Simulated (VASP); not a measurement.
# Be2ZnO3 (Cmc2_1) in VASP: further runs

Runs on Be2ZnO3. Level: PBE. Tasks: single point.

All numbers are computed with VASP 6.6.1; they aren't measurements. Logs are shortened: lines on timing, memory, paths and dates and some standing lists are left out, and cuts for length are marked.

### Step 1. The cell of the first run

Symmetry: Cmc2_1, No. 36, orthorhombic system. Conventional cell: a = 8.720 Å, b = 5.012 Å, c = 4.634 Å, α = 90.00°, β = 90.00°, γ = 90.00°. Within 2.2 Å of Be (site symmetry 1) lie 4 O at 1.66 to 1.68 Å. Zn (site symmetry m) has 4 O at 1.99 to 2.02 Å within 2.6 Å. O (site symmetry 1) has 3 Be at 1.66 to 1.68 Å and 1 Zn at 1.99 Å within 2.2 Å. Within 2.2 Å of O (site symmetry m) lie 2 Be at 1.67 Å and 2 Zn at 2.01 to 2.02 Å.

### Step 2. Single point, PBE

Contents of INCAR:

```
SYSTEM = Be2ZnO3
  PREC = Accurate
  ENCUT = 520
  EDIFF = 1E-6
  ISMEAR = 0
  SIGMA = 0.02
  LREAL = .False.
  LASPH = .True.
  NELM = 80
  ALGO = Normal
  ISIF = 2
  LWAVE = .False.
  LCHARG = .True.
  GGA = PE
  LELF = .True.
  LVHAR = .True.
  NBANDS = 46
```

Contents of KPOINTS:

```
regular mesh
0
Gamma
  6 6 6
  0 0 0
```

Contents of POSCAR:

```
Be2ZnO3
1.0
    4.3601173525     -2.5059014256      0.0000000000
    4.3601173525      2.5059014256      0.0000000000
    0.0000000000      0.0000000000      4.6335548003
Be Zn O
4 2 6
Direct
    0.5137256479      0.8338879591      0.5049428498
    0.8338879591      0.5137256479      0.0049428498
    0.1661120409      0.4862743521      0.5049428498
    0.4862743521      0.1661120409      0.0049428498
    0.1800035692      0.8199964308      0.9955856923
    0.8199964308      0.1800035692      0.4955856923
    0.5485638707      0.8357532637      0.8646795506
    0.1642467363      0.4514361293      0.8646795506
    0.7838637824      0.2161362176      0.9294695068
    0.8357532637      0.5485638707      0.3646795506
    0.4514361293      0.1642467363      0.3646795506
    0.2161362176      0.7838637824      0.4294695068
```

Potentials or basis: VASP PAW PBE potentials, release 64 (Be, Zn, O).

Launch:

```sh
> cat potpaw_PBE.64/Be/POTCAR potpaw_PBE.64/Zn/POTCAR potpaw_PBE.64/O/POTCAR > POTCAR
> mpirun -np 1 vasp_std > vasp.out
```

OUTCAR:

```text
SYSTEM = Be2ZnO3
   PREC = Accurate
   ENCUT = 520
   EDIFF = 1E-6
   ISMEAR = 0
   LREAL = .False.
   LASPH = .True.
   NELM = 80
   ISIF = 2
   GGA = PE

 ion  position               nearest neighbor table
   1  0.514  0.834  0.505-  11 1.66  10 1.66  12 1.67   7 1.68
   2  0.834  0.514  0.005-   8 1.66   7 1.66   9 1.67  10 1.68
   3  0.166  0.486  0.505-  10 1.66  11 1.66  12 1.67   8 1.68
   4  0.486  0.166  0.005-   7 1.66   8 1.66   9 1.67  11 1.68
   5  0.180  0.820  0.996-   7 1.99   8 1.99   9 2.01  12 2.02   6 2.94   6 2.94
   6  0.820  0.180  0.496-  10 1.99  11 1.99  12 2.01   9 2.02   5 2.94   5 2.94
   7  0.549  0.836  0.865-   4 1.66   2 1.66   1 1.68   5 1.99
   8  0.164  0.451  0.865-   2 1.66   4 1.66   3 1.68   5 1.99
   9  0.784  0.216  0.929-   2 1.67   4 1.67   5 2.01   6 2.02
  10  0.836  0.549  0.365-   3 1.66   1 1.66   2 1.68   6 1.99
  11  0.451  0.164  0.365-   1 1.66   3 1.66   4 1.68   6 1.99
  12  0.216  0.784  0.429-   1 1.67   3 1.67   6 2.01   5 2.02

  LATTYP: Found a base centered orthorhombic cell.
 ALAT       =     5.0118028512
 B/A-ratio  =     1.7399396911
 C/A-ratio  =     0.9245285455

  Lattice vectors:

 A1 = (  -4.3601173525,  -2.5059014256,   0.0000000000)
 A2 = (   4.3601173525,  -2.5059014256,   0.0000000000)
 A3 = (   0.0000000000,   0.0000000000,   4.6335548003)

Analysis of symmetry for initial positions (statically):
=====================================================================
 Subroutine PRICEL returns:
 Original cell was already a primitive cell.

 Routine SETGRP: Setting up the symmetry group for a
 base centered orthorhombic supercell.

 Subroutine GETGRP returns: Found  4 space group operations
 (whereof  2 operations were pure point group operations)
 out of a pool of  8 trial point group operations.

The static configuration has the point symmetry C_1h.
 The point group associated with its full space group is C_2v.

Analysis of symmetry for dynamics (positions and initial velocities):
=====================================================================
 Subroutine PRICEL returns:
 Original cell was already a primitive cell.

 Routine SETGRP: Setting up the symmetry group for a
 base centered orthorhombic supercell.

 Subroutine GETGRP returns: Found  4 space group operations
 (whereof  2 operations were pure point group operations)
 out of a pool of  8 trial point group operations.

The dynamic configuration has the point symmetry C_1h.
 The point group associated with its full space group is C_2v.

 Subroutine INISYM returns: Found  4 space group operations
 (whereof  2 operations are pure point group operations),
 and found     1 'primitive' translations

[... 130 lines left out ...]
   EFERMI_NEDOS =   21; number of points for ismear=-14 and -15
   IALGO  =     38    algorithm
   IMIX   =      4    mixing-type and parameters
     AMIX     =   0.40;   BMIX     =  1.00
     AMIX_MAG =   1.60;   BMIX_MAG =  1.00
  volume/ion in A,a.u.               =       8.44        56.94
  Fermi-wavevector in a.u.,A,eV,Ry     =   1.433647  2.709201 27.964660  2.055345
  Thomas-Fermi vector in A             =   2.553142
   LORBIT       =      0    0 simple, 1 ext, 2 COOP (PROOUT), +10 PAW based schemes
   GGA     = PE    functional components
   LHFCALC =     F    Hartree Fock is set to
   AEXX    =    0.0000 exact exchange contribution
   IVDW    =     0    specifies the selected vdW correction
   LEPSILON=     F    determine dielectric tensor
   LRPA    =     F    only Hartree local field effects (RPA)
 non-spin polarized calculation
 Gauss-broadening in eV      SIGMA  =   0.02
  energy-cutoff  :      520.00
  volume of cell :      101.25
 maximum number of plane-waves:      2769
 NGX is ok and might be reduce to    40
   NGX = 19   NGY = 19   NGZ = 17

 number of electron      68.0000025 magnetization

 Free energy of the ion-electron system (eV)
  ---------------------------------------------------
  ext. energy  EPLUGINS =         0.00000000
  ---------------------------------------------------
  free energy    TOTEN  =       -74.45600743 eV

  energy without entropy =      -74.45600743  energy(sigma->0) =      -74.45600743

 E-fermi :   2.5959     XC(G=0): -11.2532

 val. band max:        2.4193712657   @ k =   0.1667   0.1667   0.5000
 cond. band min:       6.1652808822   @ k =   0.0000   0.0000   0.0000
 fundamental gap:      3.7459096165
 Fermi energy:         2.5958618018

 k-point     1 :       0.0000    0.0000    0.0000
  band No.  band energies     occupation
      1     -15.8208      2.00000
      2     -14.4252      2.00000
      3     -14.1842      2.00000
      4     -14.1536      2.00000
      5     -14.1469      2.00000
      6     -14.1272      2.00000
[... 1165 lines left out ...]
     45      15.4790      0.00000
     46      15.9267      0.00000

 [... further k-points ...]

------------------------ aborting loop because EDIFF is reached ----------------------------------------

  FORCE on cell =-STRESS in cart. coord.  units (eV):
  Direction    XX          YY          ZZ          XY          YZ          ZX
  --------------------------------------------------------------------------------------
  -------------------------------------------------------------------------------------
  Total        0.4218409      0.3941965      0.3800945      0.0000000      0.0000000      0.0000000
  in kB        6.6750231      6.2375902      6.0144472      0.0000000      0.0000000      0.0000000
  external PRESSURE =       6.3090202 kB  Pullay stress =       0.0000000 kB

 VOLUME and BASIS-vectors are now :
 -----------------------------------------------------------------------------
  energy-cutoff  :      520.00
  volume of cell :      101.25
      direct lattice vectors                 reciprocal lattice vectors
     4.360117352 -2.505901426  0.000000000     0.114675813 -0.199528998  0.000000000
     4.360117352  2.505901426  0.000000000     0.114675813  0.199528998  0.000000000
     0.000000000  0.000000000  4.633554800     0.000000000  0.000000000  0.215817022

 POSITION                                       TOTAL-FORCE (eV/Angst)
 -----------------------------------------------------------------------------------
      5.87575      0.80230      2.33968        -0.002572     -0.000139      0.001683
      5.87575     -0.80230      0.02290        -0.002572      0.000139      0.001683
      2.84448      0.80230      2.33968         0.002572     -0.000139      0.001683
      2.84448     -0.80230      0.02290         0.002572      0.000139      0.001683
      4.36012      1.60376      4.61310         0.000000      0.002091      0.000748
      4.36012     -1.60376      2.29632         0.000000     -0.002091      0.000748
      6.03579      0.71967      4.00654         0.037313     -0.019872     -0.017038
      2.68445      0.71967      4.00654        -0.037313     -0.019872     -0.017038
      4.36012     -1.42267      4.30675         0.000000      0.044421      0.029961
      6.03579     -0.71967      1.68976         0.037313      0.019872     -0.017038
      2.68445     -0.71967      1.68976        -0.037313      0.019872     -0.017038
      4.36012      1.42267      1.98997         0.000000     -0.044421      0.029961
 -----------------------------------------------------------------------------------
    total drift:                                0.000001     -0.000000     -0.003393

  FREE ENERGIE OF THE ION-ELECTRON SYSTEM (eV)
  ---------------------------------------------------
  free  energy   TOTEN  =       -74.4560074336 eV

  energy  without entropy=      -74.4560074336  energy(sigma->0) =      -74.45600743
```

It took 9.6 min on 1 thread of AMD EPYC 7R13, shared host; peak memory 0.31 GiB.

Results:

```yaml
Free_energy: -74.4560 eV
Pressure: 0.6 GPa
Largest_force: 0.054 eV/Å
Band_gap_on_the_k_mesh: 3.75 eV, indirect (least direct gap 3.77 eV)
```

Forces in eV/Å, atoms in the order of the input:
```
Be  -0.003  0.000  0.002
Be  -0.003  0.000  0.002
Be   0.003  0.000  0.002
Be   0.003  0.000  0.002
Zn   0.000  0.002  0.001
Zn   0.000 -0.002  0.001
O    0.037 -0.020 -0.017
O   -0.037 -0.020 -0.017
O    0.000  0.044  0.030
O    0.037  0.020 -0.017
O   -0.037  0.020 -0.017
O    0.000 -0.044  0.030
```

A k mesh can miss the band edges. A hybrid or GW would open this gap; PBE tends to underestimate it.

### Step 3. Single point, PBE

Contents of INCAR:

```
SYSTEM = Be2ZnO3
PREC = Accurate ; ENCUT = 520
EDIFF = 1E-7 ; ISMEAR = 0
SIGMA = 0.01 ; LREAL = .False.
LASPH = .True. ; NELM = 80
ALGO = Normal ; ISIF = 2
LWAVE = .False. ; LCHARG = .False.
GGA = PE ; NBANDS = 46
```

KPOINTS is that of step 2.

Contents of POSCAR:

```
Be2ZnO3
1.0
    4.3601110501     -2.5057660324      0.0000000000
    4.3601110501      2.5057660324      0.0000000000
    0.0000000000      0.0000000000      4.6338147571
Be Zn O
4 2 6
Direct
    0.5137111033      0.8338693644      0.5049447870
    0.8338693644      0.5137111033      0.0049447870
    0.1661306356      0.4862888967      0.5049447870
    0.4862888967      0.1661306356      0.0049447870
    0.1800857159      0.8199142841      0.9956806584
    0.8199142841      0.1800857159      0.4956806584
    0.5485429689      0.8357548761      0.8646375998
    0.1642451239      0.4514570311      0.8646375998
    0.7838518223      0.2161481777      0.9294545680
    0.8357548761      0.5485429689      0.3646375998
    0.4514570311      0.1642451239      0.3646375998
    0.2161481777      0.7838518223      0.4294545680
```

Potentials or basis: VASP PAW PBE potentials, release 64 (Be, Zn, O).

Launch:

```sh
> cat potpaw_PBE.64/Be/POTCAR potpaw_PBE.64/Zn/POTCAR potpaw_PBE.64/O/POTCAR > POTCAR
> mpirun -np 1 vasp_std > vasp.out
```

It took 11 min on 1 thread of AMD EPYC 7R13, shared host; peak memory 0.31 GiB.

The run converged. Its results:

```yaml
Free_energy: -74.4560 eV
Pressure: 0.7 GPa
Largest_force: 0.053 eV/Å
Band_gap_on_the_k_mesh: 3.75 eV, indirect (least direct gap 3.77 eV)
```

Forces on the atoms (eV/Å):
```
Be   0.000  0.000  0.000
Be   0.000  0.000  0.000
Be   0.000  0.000  0.000
Be   0.000  0.000  0.000
Zn   0.000  0.006 -0.001
Zn   0.000 -0.006 -0.001
O    0.039 -0.020 -0.016
O   -0.039 -0.020 -0.016
O    0.000  0.043  0.031
O    0.039  0.020 -0.016
O   -0.039  0.020 -0.016
O    0.000 -0.043  0.031
```

Levels at points of the mesh, in eV from the valence-band top:
| k point | band 31 | band 32 | band 33 | band 34 | band 35 | band 36 | band 37 | band 38 |
| --- | --- | --- | --- | --- | --- | --- | --- | --- |
| (0.00, 0.00, 0.00) | -0.58 | -0.09 | -0.06 | -0.02 | 3.75 | 7.15 | 9.00 | 9.30 |
| (0.50, 0.00, 0.00) | -0.81 | -0.74 | -0.65 | -0.20 | 5.91 | 6.68 | 8.99 | 9.27 |
| (0.50, 0.50, 0.00) | -0.72 | -0.62 | -0.41 | -0.32 | 5.79 | 7.15 | 7.60 | 9.26 |
| (0.00, 0.00, 0.50) | -0.42 | -0.42 | -0.07 | -0.07 | 6.14 | 6.14 | 9.80 | 9.80 |
| (0.50, 0.00, 0.50) | -0.71 | -0.71 | -0.20 | -0.20 | 6.83 | 6.83 | 8.16 | 8.16 |
| (0.50, 0.50, 0.50) | -0.80 | -0.80 | -0.26 | -0.26 | 7.01 | 7.01 | 8.37 | 8.37 |

A k mesh can miss the band edges.
